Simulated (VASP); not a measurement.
# Te (P6/mmm) in VASP: further runs, part 2 of 3

VASP 6.6.1.

## 3. Single point, PBE (volume scaled by 0.88)

The input, INCAR:

```
SYSTEM = Te
PREC     = Accurate       ! precision mode
ENCUT    = 520            ! plane-wave cutoff, eV
EDIFF    = 1E-6           ! SCF threshold, eV
ISMEAR   = -1             ! smearing method
SIGMA    = 0.1            ! smearing width, eV
LREAL    = .False.        ! projectors in reciprocal space
LASPH    = .True.         ! aspherical terms in the spheres
NELM     = 80             ! most SCF steps
ALGO     = Normal         ! electronic algorithm
ISIF     = 2              ! what is computed and relaxed
LWAVE    = .False.        ! write WAVECAR
LCHARG   = .False.        ! write CHGCAR
GGA      = PE             ! functional
NBANDS   = 16             ! bands
```

The input, KPOINTS:

```
regular mesh
0
Gamma
  8 8 11
  0 0 0
```

The input, POSCAR:

```
Te
1.0
    5.3136093417      0.0000000000      0.0000000000
   -2.6568046709      4.6017206757      0.0000000000
    0.0000000000      0.0000000000      3.1373964224
Te
3
Direct
    1.0000000000      0.0000000000      0.0000000000
    0.3333333333      0.6666666667      0.5000000000
    0.6666666667      0.3333333333      0.5000000000
```

Potentials or basis: VASP PAW PBE potentials, release 64 (Te).

Started as:

```sh
> cat potpaw_PBE.64/Te/POTCAR > POTCAR
> mpirun -np 1 vasp_std > vasp.out
```

OUTCAR:

```text
SYSTEM = Te
   PREC = Accurate
   ENCUT = 520
   EDIFF = 1E-6
   ISMEAR = -1
   LREAL = .False.
   LASPH = .True.
   NELM = 80
   ISIF = 2
   GGA = PE

 ion  position               nearest neighbor table
   1  0.000  0.000  0.000-   2 3.45   3 3.45   2 3.45   3 3.45   3 3.45   3 3.45   2 3.45   2 3.45
                             3 3.45   3 3.45   2 3.45   2 3.45
   2  0.333  0.667  0.500-   3 3.07   3 3.07   3 3.07   1 3.45   1 3.45   1 3.45   1 3.45   1 3.45
                             1 3.45
   3  0.667  0.333  0.500-   2 3.07   2 3.07   2 3.07   1 3.45   1 3.45   1 3.45   1 3.45   1 3.45
                             1 3.45

  LATTYP: Found a hexagonal cell.
 ALAT       =     5.3136093417
 C/A-ratio  =     0.5904454431

  Lattice vectors:

 A1 = (   5.3136093417,   0.0000000000,   0.0000000000)
 A2 = (  -2.6568046709,   4.6017206757,   0.0000000000)
 A3 = (   0.0000000000,   0.0000000000,   3.1373964224)

Analysis of symmetry for initial positions (statically):
=====================================================================
 Subroutine PRICEL returns:
 Original cell was already a primitive cell.

 Routine SETGRP: Setting up the symmetry group for a
 hexagonal supercell.

[... 164 lines left out ...]
  free energy    TOTEN  =        -8.19426820 eV

  energy without entropy =       -8.12708984  energy(sigma->0) =       -8.16067902

 E-fermi :   9.5228     XC(G=0): -10.5550

 val. band max:        9.5067933480   @ k =   0.5000  -0.0000   0.0909
 cond. band min:       9.5289115412   @ k =   0.1250  -0.0000   0.4545
 fundamental gap:      0.0221181931
 Fermi energy:         9.5228204910

 k-point     1 :       0.0000    0.0000    0.0000
  band No.  band energies     occupation
      1      -5.4327      2.00000
      2      -1.2227      2.00000
      3      -1.2137      2.00000
      4       4.1499      2.00000
      5       4.1499      2.00000
      6       4.6129      2.00000
[... 433 lines left out ...]
      3      -1.4211      2.00000
      4       3.1662      2.00000
      5       5.6136      2.00000
      6       7.5669      2.00000
[... 8 lines left out ...]
     15      17.9303      0.00000
     16      18.2558      0.00000

 [... further k-points ...]
[... 5 lines left out ...]
  --------------------------------------------------------------------------------------
  -------------------------------------------------------------------------------------
  Total        4.6351870      4.6351870      3.3507289     -0.0000000     -0.0000000      0.0000000
  in kB       96.8051741     96.8051741     69.9794627     -0.0000000     -0.0000000      0.0000000
  external PRESSURE =      87.8632703 kB  Pullay stress =       0.0000000 kB

 VOLUME and BASIS-vectors are now :
 -----------------------------------------------------------------------------
  energy-cutoff  :      520.00
  volume of cell :       76.71
      direct lattice vectors                 reciprocal lattice vectors
     5.313609342  0.000000000  0.000000000     0.188195996  0.108655009  0.000000000
    -2.656804671  4.601720676  0.000000000     0.000000000  0.217310017  0.000000000
     0.000000000  0.000000000  3.137396422     0.000000000  0.000000000  0.318735622

 POSITION                                       TOTAL-FORCE (eV/Angst)
 -----------------------------------------------------------------------------------
      0.00000      0.00000      0.00000        -0.000000      0.000000     -0.000000
     -0.00000      3.06781      1.56870         0.000000     -0.000000     -0.000000
      2.65680      1.53391      1.56870        -0.000000      0.000000      0.000000
 -----------------------------------------------------------------------------------
    total drift:                                0.000000     -0.000000      0.000000

  FREE ENERGIE OF THE ION-ELECTRON SYSTEM (eV)
  ---------------------------------------------------
  free  energy   TOTEN  =        -8.1942681999 eV

  energy  without entropy=       -8.1270898352  energy(sigma->0) =       -8.16067902
```

It took 86 s on 1 thread of AMD EPYC 7R43 (Zen 3), shared host; peak memory 0.17 GiB.

Results:

```
Free energy            : -8.1943 eV
Pressure               : 8.8 GPa
Band gap on the k mesh : zero (band 9 reaches 12.86 eV, above the bottom of band 10 at 6.96 eV)
```

Levels at points of the mesh, in eV from the Fermi level:
```tsv
k point	band 6	band 7	band 8	band 9	band 10	band 11	band 12	band 13
(0.00, 0.00, 0.00)	-4.91	-4.91	0.29	3.34	3.34	3.78	3.98	4.96
(0.50, 0.00, 0.00)	-2.45	-0.45	-0.12	0.42	1.74	1.91	3.31	5.46
```

Caveat: spin-orbit coupling is left out, which moves the levels of the heavy elements.

## 4. Single point, PBE (volume scaled by 0.92)

The input, INCAR:

```
SYSTEM = Te
PREC = Accurate
ENCUT = 520
EDIFF = 1E-7
ISMEAR = -1
SIGMA = 0.1
LREAL = .False.
LASPH = .True.
NELM = 60
ALGO = Normal
ISIF = 2
LWAVE = .False.
LCHARG = .False.
GGA = PE
NBANDS = 16
```

The input, KPOINTS:

```
Automatic mesh
0
Gamma
  8 8 11
  0 0 0
```

The input, POSCAR:

```
Te
1.0
    5.3929286379      0.0000000000      0.0000000000
   -2.6964643190      4.6704132012      0.0000000000
    0.0000000000      0.0000000000      3.1842301393
Te
3
Direct
    1.0000000000      0.0000000000      0.0000000000
    0.3333333333      0.6666666667      0.5000000000
    0.6666666667      0.3333333333      0.5000000000
```

Potentials or basis: VASP PAW PBE potentials, release 64 (Te).

Started as:

```sh
> cat potpaw_PBE.64/Te/POTCAR > POTCAR
> mpirun -np 1 vasp_std > vasp.out
```

OUTCAR:

```text
SYSTEM = Te
   PREC = Accurate
   ENCUT = 520
   EDIFF = 1E-7
   ISMEAR = -1
   LREAL = .False.
   LASPH = .True.
   NELM = 60
   ISIF = 2
   GGA = PE

 ion  position               nearest neighbor table
   1  0.000  0.000  0.000-   2 3.50   3 3.50   2 3.50   3 3.50   3 3.50   3 3.50   2 3.50   2 3.50
                             3 3.50   3 3.50   2 3.50   2 3.50
   2  0.333  0.667  0.500-   3 3.11   3 3.11   3 3.11   1 3.50   1 3.50   1 3.50   1 3.50   1 3.50
                             1 3.50
   3  0.667  0.333  0.500-   2 3.11   2 3.11   2 3.11   1 3.50   1 3.50   1 3.50   1 3.50   1 3.50
                             1 3.50

  LATTYP: Found a hexagonal cell.
[... 653 lines left out ...]
  --------------------------------------------------------------------------------------
  -------------------------------------------------------------------------------------
  Total        2.9260733      2.9260733      1.7183592     -0.0000000      0.0000000      0.0000000
  in kB       58.4536133     58.4536133     34.3273372     -0.0000000      0.0000000      0.0000000
  external PRESSURE =      50.4115212 kB  Pullay stress =       0.0000000 kB

 VOLUME and BASIS-vectors are now :
 -----------------------------------------------------------------------------
  energy-cutoff  :      520.00
  volume of cell :       80.20
      direct lattice vectors                 reciprocal lattice vectors
     5.392928638  0.000000000  0.000000000     0.185428005  0.107056909  0.000000000
    -2.696464319  4.670413201  0.000000000     0.000000000  0.214113818  0.000000000
     0.000000000  0.000000000  3.184230139     0.000000000  0.000000000  0.314047652

 POSITION                                       TOTAL-FORCE (eV/Angst)
 -----------------------------------------------------------------------------------
      0.00000      0.00000      0.00000         0.000000      0.000000      0.000000
     -0.00000      3.11361      1.59212        -0.000000      0.000000      0.000000
      2.69646      1.55680      1.59212         0.000000      0.000000     -0.000000
 -----------------------------------------------------------------------------------
    total drift:                                0.000000     -0.000000      0.000000

  FREE ENERGIE OF THE ION-ELECTRON SYSTEM (eV)
  ---------------------------------------------------
  free  energy   TOTEN  =        -8.3431602492 eV

  energy  without entropy=       -8.2705437693  energy(sigma->0) =       -8.30685201
```

OSZICAR:

```text
N       E                     dE             d eps       ncg     rms          rms(c)
DAV:   1     0.656749263876E+02    0.65675E+02   -0.66657E+03  1920   0.912E+02
DAV:   2    -0.495332804155E+01   -0.70628E+02   -0.67752E+02  2648   0.140E+02
DAV:   3    -0.833364699463E+01   -0.33803E+01   -0.33533E+01  2304   0.325E+01
DAV:   4    -0.837178964320E+01   -0.38143E-01   -0.38134E-01  2640   0.426E+00
DAV:   5    -0.837258464517E+01   -0.79500E-03   -0.79500E-03  2432   0.601E-01    0.133E+01
DAV:   6    -0.834205628619E+01    0.30528E-01   -0.91489E-02  2288   0.151E+00    0.822E+00
DAV:   7    -0.834333050962E+01   -0.12742E-02   -0.30390E-02  2280   0.981E-01    0.118E+00
DAV:   8    -0.834323265473E+01    0.97855E-04   -0.21504E-03  2440   0.284E-01    0.303E-01
DAV:   9    -0.834318073555E+01    0.51919E-04   -0.28995E-04  2536   0.918E-02    0.129E-01
DAV:  10    -0.834316216796E+01    0.18568E-04   -0.61933E-05  2272   0.387E-02    0.556E-02
DAV:  11    -0.834316114956E+01    0.10184E-05   -0.75347E-06  2352   0.147E-02    0.171E-02
DAV:  12    -0.834315995842E+01    0.11911E-05   -0.85854E-07  2528   0.596E-03    0.729E-03
DAV:  13    -0.834316017194E+01   -0.21352E-06   -0.12457E-07  1720   0.219E-03    0.376E-03
DAV:  14    -0.834316024921E+01   -0.77265E-07   -0.21560E-08  1280   0.976E-04
   1 F= -.83431602E+01 E0= -.83068520E+01  d E =-.726165E-01
```

Wall time 1.8 min (1 thread of AMD EPYC 7R43 (Zen 3), shared host); peak memory 0.17 GiB.

Results:

```yaml
Free_energy: -8.3432 eV
Pressure: 5.0 GPa
Band_gap_on_the_k_mesh: zero (band 9 reaches 11.94 eV, above the bottom of band 10 at 6.37 eV)
```

Levels at points of the mesh, in eV from the Fermi level:
| k point | band 5 | band 6 | band 7 | band 8 | band 9 | band 10 | band 11 | band 12 | band 13 | band 14 |
| --- | --- | --- | --- | --- | --- | --- | --- | --- | --- | --- |
| (0.00, 0.00, 0.00) | -5.09 | -4.62 | -4.62 | 0.28 | 3.09 | 3.09 | 3.50 | 3.70 | 5.00 | 9.49 |
| (0.50, 0.00, 0.00) | -2.78 | -2.40 | -0.40 | -0.07 | 0.39 | 1.63 | 1.80 | 3.09 | 5.45 | 6.63 |

Caveat: spin-orbit coupling is left out, which moves the levels of the heavy elements.

(Continued in part 3 of 3.)
